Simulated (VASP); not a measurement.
# ZrH2 (Fm-3m) in VASP: further runs

ZrH2 is run at these levels: PBEsol; tasks: single point.

Program: VASP 6.6.1. These are calculated values, not measurements. Logs are shortened: lines on timing, memory, paths and dates and some standing lists are left out, and cuts for length are marked.

**1. The cell of the first run**

It takes space group Fm-3m (No. 225, cubic). Conventional cell: a = 4.730 Å, b = 4.730 Å, c = 4.730 Å, α = 90.00°, β = 90.00°, γ = 90.00°. Zr (site symmetry m-3m) has 8 H at 2.05 Å within 2.7 Å. Within 2.7 Å of H (site symmetry -43m) lie 4 Zr at 2.05 Å and 6 H at 2.37 Å.

**2. Single point, PBEsol (strained)**

INCAR

```
SYSTEM = ZrH2
ALGO = Normal ; EDIFF = 1E-6
ENCUT = 520 ; GGA = PS
ISIF = 2 ; ISMEAR = 0
LASPH = .TRUE. ; LCHARG = .FALSE.
LREAL = .FALSE. ; LWAVE = .FALSE.
NBANDS = 14 ; NELM = 80
PREC = Accurate ; SIGMA = 0.1
```

KPOINTS

```
k-points
0
G
  16 16 16
  0 0 0
```

POSCAR

```
ZrH2
1.0
    0.0000000000      2.3650879980      2.3650879980
    2.3650879980      0.0000000000      2.3650879980
    2.3650879980      2.3650879980      0.0000000000
Zr H
1 2
Direct
    0.0000000000      0.0000000000      0.0000000000
    0.7500000000      0.7500000000      0.7500000000
    0.2500000000      0.2500000000      0.2500000000
```

Potentials or basis: VASP PAW PBE potentials, release 64 (Zr_sv, H).

Command:

```
$ cat potpaw_PBE.64/Zr_sv/POTCAR potpaw_PBE.64/H/POTCAR > POTCAR
$ mpirun -np 1 vasp_std > vasp.out
```

OUTCAR:

```text
SYSTEM = ZrH2
   EDIFF = 1E-6
   ENCUT = 520
   GGA = PS
   ISIF = 2
   ISMEAR = 0
   LASPH = .TRUE.
   LREAL = .FALSE.
   NELM = 80
   PREC = Accurate

 ion  position               nearest neighbor table
   1  0.000  0.000  0.000-   2 2.05   2 2.05   2 2.05   2 2.05   3 2.05   3 2.05   3 2.05   3 2.05

   2  0.750  0.750  0.750-   1 2.05   1 2.05   1 2.05   1 2.05
   3  0.250  0.250  0.250-   1 2.05   1 2.05   1 2.05   1 2.05

  LATTYP: Found a face centered cubic cell.
 ALAT       =     4.7301759960

  Lattice vectors:

 A1 = (   0.0000000000,   2.3650879980,   2.3650879980)
 A2 = (   2.3650879980,   0.0000000000,   2.3650879980)
 A3 = (   2.3650879980,   2.3650879980,   0.0000000000)

Analysis of symmetry for initial positions (statically):
=====================================================================
 Subroutine PRICEL returns:
 Original cell was already a primitive cell.

 Routine SETGRP: Setting up the symmetry group for a
 face centered cubic supercell.

 Subroutine GETGRP returns: Found 48 space group operations
 (whereof 48 operations were pure point group operations)
 out of a pool of 48 trial point group operations.

The static configuration has the point symmetry O_h .

Analysis of symmetry for dynamics (positions and initial velocities):
=====================================================================
 Subroutine PRICEL returns:
 Original cell was already a primitive cell.

 Routine SETGRP: Setting up the symmetry group for a
 face centered cubic supercell.

 Subroutine GETGRP returns: Found 48 space group operations
 (whereof 48 operations were pure point group operations)
 out of a pool of 48 trial point group operations.

The dynamic configuration has the point symmetry O_h .

 Subroutine INISYM returns: Found 48 space group operations
 (whereof 48 operations are pure point group operations),
 and found     1 'primitive' translations

----------------------------------------------------------------------------------------

                                     Primitive cell

  volume of cell :      26.4589

  direct lattice vectors                    reciprocal lattice vectors
     0.000000000  2.365087998  2.365087998    -0.211408624  0.211408624  0.211408624
     2.365087998  0.000000000  2.365087998     0.211408624 -0.211408624  0.211408624
     2.365087998  2.365087998  0.000000000     0.211408624  0.211408624 -0.211408624

  length of vectors
     3.344739523  3.344739523  3.344739523     0.366170478  0.366170478  0.366170478

  position of ions in fractional coordinates (direct lattice)
[... 95 lines left out ...]
   EFERMI =   0.00;   METHOD = LEGACY
   ISMEAR =     0;   SIGMA  =   0.10  broadening in eV -4-tet -1-fermi 0-gaus
   EFERMI_NEDOS =   21; number of points for ismear=-14 and -15
   IALGO  =     38    algorithm
   IMIX   =      4    mixing-type and parameters
     AMIX     =   0.40;   BMIX     =  1.00
     AMIX_MAG =   1.60;   BMIX_MAG =  1.00
  volume/ion in A,a.u.               =       8.82        59.52
  Fermi-wavevector in a.u.,A,eV,Ry     =   1.324119  2.502221 23.854958  1.753290
  Thomas-Fermi vector in A             =   2.453677
   LORBIT       =      0    0 simple, 1 ext, 2 COOP (PROOUT), +10 PAW based schemes
   GGA     = PS    functional components
   LHFCALC =     F    Hartree Fock is set to
   AEXX    =    0.0000 exact exchange contribution
   IVDW    =     0    specifies the selected vdW correction
   LEPSILON=     F    determine dielectric tensor
   LRPA    =     F    only Hartree local field effects (RPA)
 non-spin polarized calculation
 Gauss-broadening in eV      SIGMA  =   0.10
  energy-cutoff  :      520.00
  volume of cell :       26.46
 maximum number of plane-waves:       728
 NGX is ok and might be reduce to    28
   NGX = 13   NGY = 13   NGZ = 13

 number of electron      14.0000000 magnetization

 Free energy of the ion-electron system (eV)
  ---------------------------------------------------
  ext. energy  EPLUGINS =         0.00000000
  ---------------------------------------------------
  free energy    TOTEN  =       -17.57878266 eV

  energy without entropy =      -17.57109818  energy(sigma->0) =      -17.57494042

 E-fermi :   8.8354     XC(G=0): -11.5206

 val. band max:        8.8334858014   @ k =   0.1250   0.1250   0.0000
 cond. band min:       8.8417686321   @ k =   0.1875   0.0000   0.0000
 fundamental gap:      0.0082828307
 Fermi energy:         8.8354312346

 k-point     1 :       0.0000    0.0000    0.0000
  band No.  band energies     occupation
      1     -40.1973      2.00000
      2     -17.9416      2.00000
      3     -17.9416      2.00000
      4     -17.9416      2.00000
      5      -0.9781      2.00000
      6       7.5483      2.00000
      7       8.4817      2.00000
      8       8.4817      2.00000
      9       8.4817      2.00000
     10      11.2495      0.00000
     11      11.2495      0.00000
     12      20.0547      0.00000
     13      21.3237      0.00000
     14      21.3237      0.00000
[... 377 lines left out ...]
      1     -40.1877      2.00000
      2     -18.0201      2.00000
      3     -17.9622      2.00000
      4     -17.9468      2.00000
      5      -0.7034      2.00000
      6       6.1119      2.00000
      7       8.6206      1.99761
      8       8.6375      1.99488
      9      10.2482      0.00000
     10      10.9827      0.00000
     11      11.2330      0.00000
     12      18.5452      0.00000
     13      21.5627      0.00000
     14      22.0676      0.00000

 [... further k-points ...]

------------------------ aborting loop because EDIFF is reached ----------------------------------------

  FORCE on cell =-STRESS in cart. coord.  units (eV):
  Direction    XX          YY          ZZ          XY          YZ          ZX
  --------------------------------------------------------------------------------------
  -------------------------------------------------------------------------------------
  Total        0.5145797      0.5145797      0.5145797      0.0000000     -0.0000000      0.0000000
  in kB       31.1595621     31.1595621     31.1595621      0.0000000     -0.0000000      0.0000000
  external PRESSURE =      31.1595621 kB  Pullay stress =       0.0000000 kB

 VOLUME and BASIS-vectors are now :
 -----------------------------------------------------------------------------
  energy-cutoff  :      520.00
  volume of cell :       26.46
      direct lattice vectors                 reciprocal lattice vectors
     0.000000000  2.365087998  2.365087998    -0.211408624  0.211408624  0.211408624
     2.365087998  0.000000000  2.365087998     0.211408624 -0.211408624  0.211408624
     2.365087998  2.365087998  0.000000000     0.211408624  0.211408624 -0.211408624

 POSITION                                       TOTAL-FORCE (eV/Angst)
 -----------------------------------------------------------------------------------
      0.00000      0.00000      0.00000         0.000000      0.000000      0.000000
      3.54763      3.54763      3.54763         0.000000     -0.000000      0.000000
      1.18254      1.18254      1.18254        -0.000000      0.000000     -0.000000
 -----------------------------------------------------------------------------------
    total drift:                               -0.000000     -0.000000      0.000000

  FREE ENERGIE OF THE ION-ELECTRON SYSTEM (eV)
  ---------------------------------------------------
  free  energy   TOTEN  =       -17.5787826574 eV

  energy  without entropy=      -17.5710981792  energy(sigma->0) =      -17.57494042
```

OSZICAR:

```text
N       E                     dE             d eps       ncg     rms          rms(c)
DAV:   1     0.894253208336E+02    0.89425E+02   -0.76932E+03  4068   0.994E+02
DAV:   2    -0.155002514201E+02   -0.10493E+03   -0.10082E+03  5176   0.270E+02
DAV:   3    -0.188964444003E+02   -0.33962E+01   -0.33697E+01  6054   0.411E+01
DAV:   4    -0.189430103327E+02   -0.46566E-01   -0.46551E-01  4624   0.461E+00
DAV:   5    -0.189437760206E+02   -0.76569E-03   -0.76567E-03  5866   0.412E-01    0.190E+01
DAV:   6    -0.177864969308E+02    0.11573E+01   -0.90516E-01  4354   0.930E+00    0.735E+00
DAV:   7    -0.175769926327E+02    0.20950E+00   -0.46392E-01  5078   0.571E+00    0.897E-01
DAV:   8    -0.175785950810E+02   -0.16024E-02   -0.40537E-02  5230   0.183E+00    0.558E-01
DAV:   9    -0.175789229340E+02   -0.32785E-03   -0.15299E-03  5158   0.386E-01    0.648E-02
DAV:  10    -0.175787814707E+02    0.14146E-03   -0.11971E-04  4666   0.981E-02    0.358E-02
DAV:  11    -0.175787828622E+02   -0.13915E-05   -0.15058E-05  4944   0.355E-02    0.209E-03
DAV:  12    -0.175787826574E+02    0.20481E-06   -0.51896E-07  2934   0.514E-03
   1 F= -.17578783E+02 E0= -.17574940E+02  d E =-.768448E-02
```

stdout:

```text
POSCAR found type information on POSCAR ZrH
 POSCAR found :  2 types and       3 ions
 scaLAPACK will be used
 -----------------------------------------------------------------------------
|                                                                             |
|                                                                             |
|     You enforced a specific xc type in the INCAR file but a different       |
|     I HOPE YOU KNOW WHAT YOU ARE DOING!                                     |
|                                                                             |
 -----------------------------------------------------------------------------

 LDA part: xc-table for (Slater+PW92), standard interpolation
 POSCAR, INCAR and KPOINTS ok, starting setup
 FFT: planning ... GRIDC
 FFT: planning ... GRID_SOFT
 FFT: planning ... GRID
 WAVECAR not read
 entering main loop
```

It took 83 s on 1 thread of Intel Xeon 8259CL, shared host; peak memory 0.2 GiB.

What came out:

- Free energy: -17.5788 eV
- Pressure: 3.1 GPa
- Band gap on the k mesh: zero (bands 7 and 8 overlap by 0.79 eV)

Levels at points of the mesh, in eV from the Fermi level:
| k point | band 5 | band 6 | band 7 | band 8 | band 9 | band 10 |
| --- | --- | --- | --- | --- | --- | --- |
| (0.00, 0.00, 0.00) | -9.81 | -1.29 | -0.35 | -0.35 | -0.35 | 2.41 |
| (0.50, 0.00, 0.00) | -7.63 | -4.38 | -0.23 | -0.23 | 3.88 | 3.88 |
| (0.50, 0.50, 0.00) | -6.78 | -4.46 | -3.56 | 4.07 | 4.14 | 4.14 |

Caveat: the cell differs from its parent crystal (strained); the cell stands under pressure; the PAW data sets were made with another functional, which shifts forces and pressure a little.

(Part 1 of 2 ends here.)
